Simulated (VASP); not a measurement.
# C (P6_3/mmc) in VASP: further runs

The runs below take C through single point, with LDA.

All numbers are computed with VASP 6.6.1; they aren't measurements. Logs are shortened: lines on timing, memory, paths and dates and some standing lists are left out, and cuts for length are marked.

### 1 The cell of the first run

It takes space group P6_3/mmc (No. 194, hexagonal). Conventional cell: a = 2.483 Å, b = 2.483 Å, c = 4.136 Å, α = 90.00°, β = 90.00°, γ = 120.00°. Within 2.0 Å of C (site symmetry 3m) lie 4 C at 1.53 to 1.55 Å.

### 2 Single point, LDA

INCAR reads:

```
SYSTEM = C
PREC = Accurate
ENCUT = 520
EDIFF = 1E-6
ISMEAR = -1
SIGMA = 0.05
LREAL = .FALSE.
LASPH = .TRUE.
NELM = 60
ALGO = Normal
ISIF = 2
LWAVE = .FALSE.
LCHARG = .FALSE.
NBANDS = 16
```

KPOINTS reads:

```
Automatic mesh
0
G
  8 8 4
  0 0 0
```

POSCAR reads:

```
C
1.0
    2.4833004279      0.0000000000      0.0000000000
   -1.2416502139      2.1506012557      0.0000000000
    0.0000000000      0.0000000000      4.1362880833
C
4
Direct
    0.3333333333      0.6666666667      0.0628291463
    0.6666666667      0.3333333333      0.5628291463
    0.3333333333      0.6666666667      0.4371708537
    0.6666666667      0.3333333333      0.9371708537
```

Potentials or basis: VASP PAW LDA potentials, release 64 (C).

Command:

```sh
> cat potpaw_LDA.64/C/POTCAR > POTCAR
> mpirun -np 1 vasp_std > vasp.out
```

OUTCAR:

```text
SYSTEM = C
   PREC = Accurate
   ENCUT = 520
   EDIFF = 1E-6
   ISMEAR = -1
   LREAL = .FALSE.
   LASPH = .TRUE.
   NELM = 60
   ISIF = 2

 ion  position               nearest neighbor table
   1  0.333  0.667  0.063-   4 1.53   4 1.53   4 1.53   3 1.55
   2  0.667  0.333  0.563-   3 1.53   3 1.53   3 1.53   4 1.55
   3  0.333  0.667  0.437-   2 1.53   2 1.53   2 1.53   1 1.55
   4  0.667  0.333  0.937-   1 1.53   1 1.53   1 1.53   2 1.55

  LATTYP: Found a hexagonal cell.
 ALAT       =     2.4833004279
 C/A-ratio  =     1.6656414330

  Lattice vectors:

 A1 = (   2.4833004279,   0.0000000000,   0.0000000000)
 A2 = (  -1.2416502139,   2.1506012557,   0.0000000000)
 A3 = (   0.0000000000,   0.0000000000,   4.1362880833)

Analysis of symmetry for initial positions (statically):
=====================================================================
 Subroutine PRICEL returns:
 Original cell was already a primitive cell.

 Routine SETGRP: Setting up the symmetry group for a
 hexagonal supercell.

 Subroutine GETGRP returns: Found 24 space group operations
 (whereof 12 operations were pure point group operations)
 out of a pool of 24 trial point group operations.

The static configuration has the point symmetry D_3d.
 The point group associated with its full space group is D_6h.

Analysis of symmetry for dynamics (positions and initial velocities):
=====================================================================
 Subroutine PRICEL returns:
 Original cell was already a primitive cell.

 Routine SETGRP: Setting up the symmetry group for a
 hexagonal supercell.

 Subroutine GETGRP returns: Found 24 space group operations
 (whereof 12 operations were pure point group operations)
 out of a pool of 24 trial point group operations.

The dynamic configuration has the point symmetry D_3d.
 The point group associated with its full space group is D_6h.

 Subroutine INISYM returns: Found 24 space group operations
 (whereof 12 operations are pure point group operations),
 and found     1 'primitive' translations

----------------------------------------------------------------------------------------

                                     Primitive cell

  volume of cell :      22.0902

  direct lattice vectors                    reciprocal lattice vectors
     2.483300428  0.000000000  0.000000000     0.402689900  0.232493122  0.000000000
    -1.241650214  2.150601256  0.000000000     0.000000000  0.464986244  0.000000000
     0.000000000  0.000000000  4.136288083     0.000000000  0.000000000  0.241762658

  length of vectors
     2.483300428  2.483300428  4.136288083     0.464986244  0.464986244  0.241762658

  position of ions in fractional coordinates (direct lattice)
     0.333333333  0.666666667  0.062829146
     0.666666667  0.333333333  0.562829146
     0.333333333  0.666666667  0.437170854
     0.666666667  0.333333333  0.937170854

  ion indices of the primitive-cell ions
   primitive index   ion index
                 1           1
                 2           2
                 3           3
                 4           4

----------------------------------------------------------------------------------------

 KPOINTS: Automatic mesh

Automatic generation of k-mesh.
 Grid dimensions read from file:
 generate k-points for:    8    8    4

 Generating k-lattice:

  Cartesian coordinates                     Fractional coordinates (reciprocal lattice)
     0.050336237  0.029061640  0.000000000     0.125000000 -0.000000000  0.000000000
     0.000000000  0.058123280  0.000000000     0.000000000  0.125000000  0.000000000
     0.000000000  0.000000000  0.060440664     0.000000000  0.000000000  0.250000000

  Length of vectors
     0.058123280  0.058123280  0.060440664

  Shift w.r.t. Gamma in fractional coordinates (k-lattice)
     0.000000000  0.000000000  0.000000000

 Subroutine IBZKPT returns following result:
 ===========================================

 Found     30 irreducible k-points:

 Following reciprocal coordinates:
            Coordinates               Weight
  0.000000  0.000000  0.000000      1.000000
  0.125000 -0.000000  0.000000      6.000000
  0.250000 -0.000000  0.000000      6.000000
  0.375000 -0.000000  0.000000      6.000000
  0.500000 -0.000000  0.000000      3.000000
  0.125000  0.125000  0.000000      6.000000
[... 16 lines left out ...]
  0.250000 -0.000000  0.500000      6.000000
  0.375000 -0.000000  0.500000      6.000000
 [... further k-points ...]
   k-points           NKPTS =     30   k-points in BZ     NKDIM =     30   number of bands    NBANDS=     16
   number of dos      NEDOS =    301   number of ions     NIONS =      4
   total plane-waves  NPLWV =  10368
   dimension x,y,z NGX =    18 NGY =   18 NGZ =   32
   dimension x,y,z NGXF=    36 NGYF=   36 NGZF=   64
   ions per type =               4
   NGX,Y,Z   is equivalent  to a cutoff of  12.05, 12.05, 12.86 a.u.
   NGXF,Y,Z  is equivalent  to a cutoff of  24.10, 24.10, 25.72 a.u.
 SYSTEM =  C
   PREC   = accura    normal or accurate (medium, high low for compatibility)
   ISTART =      0    job   : 0-new  1-cont  2-samecut
   ICHARG =      2    charge: 1-file 2-atom 10-const
   ISPIN  =      1    spin polarized calculation?
   LNONCOLLINEAR =      F non collinear calculations
   LSORBIT =      F    spin-orbit coupling
   LASPH  =      T    aspherical Exc in radial PAW
   ENCUT  =  520.0 eV  38.22 Ry    6.18 a.u.   4.62  4.62  7.69*2*pi/ulx,y,z
   NELM   =     60;   NELMIN=  2; NELMDL= -5     # of ELM steps
   EDIFF  = 0.1E-05   stopping-criterion for ELM
   LREAL  =      F    real-space projection
[... 7 lines left out ...]
   TEBEG  =    0.0;   TEEND  =   0.0 temperature during run
   PSTRESS=    0.0 pullay stress
   NELECT =      16.0000    total number of electrons
   NUPDOWN=      -1.0000    fix difference up-down
   EMIN   =  10.00;   EMAX   =-10.00  energy-range for DOS
   EFERMI =   0.00;   METHOD = LEGACY
   ISMEAR =    -1;   SIGMA  =   0.05  broadening in eV -4-tet -1-fermi 0-gaus
   EFERMI_NEDOS =   21; number of points for ismear=-14 and -15
   IALGO  =     38    algorithm
   IMIX   =      4    mixing-type and parameters
     AMIX     =   0.40;   BMIX     =  1.00
     AMIX_MAG =   1.60;   BMIX_MAG =  1.00
  volume/ion in A,a.u.               =       5.52        37.27
  Fermi-wavevector in a.u.,A,eV,Ry     =   1.470217  2.778308 29.409520  2.161539
  Thomas-Fermi vector in A             =   2.585501
   LORBIT       =      0    0 simple, 1 ext, 2 COOP (PROOUT), +10 PAW based schemes
   GGA     = CA    functional components
   LHFCALC =     F    Hartree Fock is set to
   AEXX    =    0.0000 exact exchange contribution
   IVDW    =     0    specifies the selected vdW correction
   LEPSILON=     F    determine dielectric tensor
   LRPA    =     F    only Hartree local field effects (RPA)
 non-spin polarized calculation
  energy-cutoff  :      520.00
  volume of cell :       22.09
 maximum number of plane-waves:       606
   NGX =  9   NGY =  9   NGZ = 15

 number of electron      15.9999992 magnetization

 Free energy of the ion-electron system (eV)
  ---------------------------------------------------
  ext. energy  EPLUGINS =         0.00000000
  ---------------------------------------------------
  free energy    TOTEN  =       -40.38907153 eV

  energy without entropy =      -40.38907153  energy(sigma->0) =      -40.38907153

 E-fermi :  11.4851     XC(G=0): -13.6233

 val. band max:       10.4235053558   @ k =   0.0000   0.0000   0.0000
 cond. band min:      13.8162565203   @ k =   0.3750   0.2500   0.0000
 fundamental gap:      3.3927511645
 Fermi energy:        11.4850610436

 k-point     1 :       0.0000    0.0000    0.0000
  band No.  band energies     occupation
      1     -11.5805      2.00000
      2      -5.8017      2.00000
      3      -3.5742      2.00000
      4       7.2743      2.00000
      5       7.2743      2.00000
      6       9.9037      2.00000
[... 8 lines left out ...]
     15      25.4672      0.00000
     16      28.0850      0.00000

 k-point     2 :       0.1250   -0.0000    0.0000
  band No.  band energies     occupation
      1     -11.1855      2.00000
      2      -5.4497      2.00000
      3      -3.2004      2.00000
      4       5.4964      2.00000
      5       6.5215      2.00000
      6       8.9193      2.00000
[... 8 lines left out ...]
     15      25.8477      0.00000
     16      26.5571      0.00000

 k-point     3 :       0.2500   -0.0000    0.0000
  band No.  band energies     occupation
      1     -10.0109      2.00000
      2      -4.4017      2.00000
      3      -2.1443      2.00000
      4       1.9751      2.00000
      5       5.1758      2.00000
      6       5.8990      2.00000
[... 8 lines left out ...]
     15      25.2196      0.00000
     16      26.2608      0.00000

 k-point     4 :       0.3750   -0.0000    0.0000
  band No.  band energies     occupation
      1      -8.1061      2.00000
      2      -2.6924      2.00000
      3      -2.0710      2.00000
      4      -0.1186      2.00000
      5       2.7079      2.00000
      6       4.1645      2.00000
[... 8 lines left out ...]
     15      26.2202      0.00000
     16      27.7803      0.00000

 k-point     5 :       0.5000   -0.0000    0.0000
  band No.  band energies     occupation
      1      -6.1490      2.00000
      2      -4.4995      2.00000
      3      -0.8292      2.00000
      4       0.3122      2.00000
      5       0.9578      2.00000
      6       3.8037      2.00000
[... 8 lines left out ...]
     15      27.1865      0.00000
     16      28.9086      0.00000

 k-point     6 :       0.1250    0.1250    0.0000
  band No.  band energies     occupation
      1     -10.4005      2.00000
      2      -4.7499      2.00000
      3      -2.4805      2.00000
      4       3.3679      2.00000
      5       4.8661      2.00000
      6       7.0604      2.00000
[... 8 lines left out ...]
     15      25.5597      0.00000
     16      26.6178      0.00000

 k-point     7 :       0.2500    0.1250    0.0000
  band No.  band energies     occupation
      1      -8.8560      2.00000
      2      -3.3692      2.00000
      3      -1.3453      2.00000
      4       0.4234      2.00000
      5       3.1950      2.00000
      6       4.3313      2.00000
[... 8 lines left out ...]
     15      25.4663      0.00000
     16      25.6085      0.00000

 k-point     8 :       0.3750    0.1250    0.0000
  band No.  band energies     occupation
      1      -6.6809      2.00000
      2      -3.3557      2.00000
      3      -1.3967      2.00000
      4       0.7785      2.00000
      5       1.4494      2.00000
      6       2.4956      2.00000
[... 8 lines left out ...]
     15      26.8121      0.00000
     16      28.0486      0.00000

 k-point     9 :       0.2500    0.2500    0.0000
  band No.  band energies     occupation
      1      -6.9993      2.00000
      2      -2.0095      2.00000
      3      -1.7035      2.00000
      4       0.5742      2.00000
      5       0.9467      2.00000
      6       2.8033      2.00000
[... 8 lines left out ...]
     15      24.9471      0.00000
     16      25.6145      0.00000
[... 172 lines left out ...]
 k-point    19 :       0.2500    0.2500    0.2500
  band No.  band energies     occupation
      1      -6.5923      2.00000
      2      -3.5208      2.00000
      3      -1.4204      2.00000
      4       0.9104      2.00000
      5       1.4962      2.00000
      6       2.8552      2.00000
[... 8 lines left out ...]
     15      24.6557      0.00000
     16      26.0814      0.00000

 k-point    20 :       0.3750    0.2500    0.2500
  band No.  band energies     occupation
      1      -4.6861      2.00000
      2      -3.5102      2.00000
      3      -1.5734      2.00000
      4      -0.4151      2.00000
      5       0.1299      2.00000
      6       2.8901      2.00000
[... 8 lines left out ...]
     15      25.3554      0.00000
     16      26.9051      0.00000

 k-point    21 :       0.0000    0.0000    0.5000
  band No.  band energies     occupation
      1      -9.8778      2.00000
      2      -9.8778      2.00000
      3       3.2793      2.00000
      4       3.2793      2.00000
      5       8.5336      2.00000
      6       8.5336      2.00000
[... 8 lines left out ...]
     15      26.4750      0.00000
     16      26.4750      0.00000

 k-point    22 :       0.1250   -0.0000    0.5000
  band No.  band energies     occupation
      1      -9.4892      2.00000
      2      -9.4892      2.00000
      3       3.4835      2.00000
      4       3.4835      2.00000
      5       6.8635      2.00000
      6       6.8635      2.00000
[... 8 lines left out ...]
     15      25.9644      0.00000
     16      25.9644      0.00000

 k-point    23 :       0.2500   -0.0000    0.5000
  band No.  band energies     occupation
      1      -8.3349      2.00000
      2      -8.3349      2.00000
      3       2.9856      2.00000
      4       2.9856      2.00000
      5       4.5875      2.00000
      6       4.5875      2.00000
[... 8 lines left out ...]
     15      25.5007      0.00000
     16      25.5007      0.00000

 k-point    24 :       0.3750   -0.0000    0.5000
  band No.  band energies     occupation
      1      -6.4714      2.00000
      2      -6.4714      2.00000
      3      -0.3418      2.00000
      4      -0.3418      2.00000
      5       5.1436      2.00000
      6       5.1436      2.00000
[... 8 lines left out ...]
     15      26.2651      0.00000
     16      26.2651      0.00000

 [... further k-points ...]

------------------------ aborting loop because EDIFF is reached ----------------------------------------

  FORCE on cell =-STRESS in cart. coord.  units (eV):
  Direction    XX          YY          ZZ          XY          YZ          ZX
  --------------------------------------------------------------------------------------
  -------------------------------------------------------------------------------------
  Total        0.2263907      0.2263907      0.2084428      0.0000000      0.0000000     -0.0000000
  in kB       16.4198506     16.4198506     15.1181101      0.0000000      0.0000000     -0.0000000
  external PRESSURE =      15.9859371 kB  Pullay stress =       0.0000000 kB

 VOLUME and BASIS-vectors are now :
 -----------------------------------------------------------------------------
  energy-cutoff  :      520.00
  volume of cell :       22.09
      direct lattice vectors                 reciprocal lattice vectors
     2.483300428  0.000000000  0.000000000     0.402689900  0.232493122  0.000000000
    -1.241650214  2.150601256  0.000000000     0.000000000  0.464986244  0.000000000
     0.000000000  0.000000000  4.136288083     0.000000000  0.000000000  0.241762658

 POSITION                                       TOTAL-FORCE (eV/Angst)
 -----------------------------------------------------------------------------------
     -0.00000      1.43373      0.25988         0.000000      0.000000      0.003888
      1.24165      0.71687      2.32802        -0.000000      0.000000      0.003888
     -0.00000      1.43373      1.80826         0.000000     -0.000000     -0.003888
      1.24165      0.71687      3.87641        -0.000000      0.000000     -0.003888
 -----------------------------------------------------------------------------------
    total drift:                               -0.000000      0.000000      0.000000

  FREE ENERGIE OF THE ION-ELECTRON SYSTEM (eV)
  ---------------------------------------------------
  free  energy   TOTEN  =       -40.3890715337 eV

  energy  without entropy=      -40.3890715337  energy(sigma->0) =      -40.38907153
```

Run time: 6.8 s. Hardware: 1 thread of AMD EPYC 7R43 (Zen 3), shared host; peak memory 0.08 GiB.

Results:

- Free energy: -40.3891 eV
- Pressure: 1.6 GPa
- Largest force: 0.004 eV/Å
- Band gap on the k mesh: 3.39 eV, indirect (least direct gap 4.97 eV)

Forces in eV/Å, atoms in the order of the input:
```
C    0.000  0.000  0.004
C    0.000  0.000  0.004
C    0.000  0.000 -0.004
C    0.000  0.000 -0.004
```

Stress tensor (GPa, compression positive):
```
1.64 0.00 0.00
0.00 1.64 0.00
0.00 0.00 1.51
```

### 3 Single point, LDA (volume scaled by 0.88)

INCAR reads:

```
ALGO = Normal ; EDIFF = 1E-7
ENCUT = 520 ; GGA = CA
ISIF = 2 ; ISMEAR = -1
LASPH = T ; LCHARG = F
LREAL = F ; LWAVE = F
NBANDS = 16 ; NELM = 80
PREC = Accurate ; SIGMA = 0.05
```

KPOINTS reads:

```
k-points
0
Gamma
  13 13 7
```

POSCAR reads:

```
C
1.0
    2.3797069962      0.0000000000      0.0000000000
   -1.1898534981      2.0608867123      0.0000000000
    0.0000000000      0.0000000000      3.9637385714
C
4
Direct
    0.3333333333      0.6666666667      0.0628291463
    0.6666666667      0.3333333333      0.5628291463
    0.3333333333      0.6666666667      0.4371708537
    0.6666666667      0.3333333333      0.9371708537
```

Potentials or basis: VASP PAW LDA potentials, release 64 (C).

Command:

```sh
> cat potpaw_LDA.64/C/POTCAR > POTCAR
> mpirun -np 1 vasp_std > vasp.out
```

It took 21 s on 1 thread of AMD EPYC 7R43 (Zen 3), shared host; peak memory 0.09 GiB.

It converged, with:

```yaml
Free_energy: -39.7869 eV
Pressure: 77.7 GPa
Largest_force: 0.182 eV/Å
Band_gap_on_the_k_mesh: 2.68 eV, indirect (least direct gap 5.18 eV)
```

Forces on the atoms (eV/Å):
```
C    0.000  0.000  0.182
C    0.000  0.000  0.182
C    0.000  0.000 -0.182
C    0.000  0.000 -0.182
```

Stress tensor (GPa, compression positive):
```
77.20  0.00  0.00
 0.00 77.20  0.00
 0.00  0.00 78.76
```

Levels at points of the mesh, in eV from the valence-band top:
```tsv
k point	band 4	band 5	band 6	band 7	band 8	band 9	band 10	band 11	band 12	band 13
(0.00, 0.00, 0.00)	-3.57	-3.57	-0.63	0.00	0.00	5.18	5.18	5.67	10.31	10.44
```

 A k mesh can miss the band edges.

(Continued in part 2 of 2.)
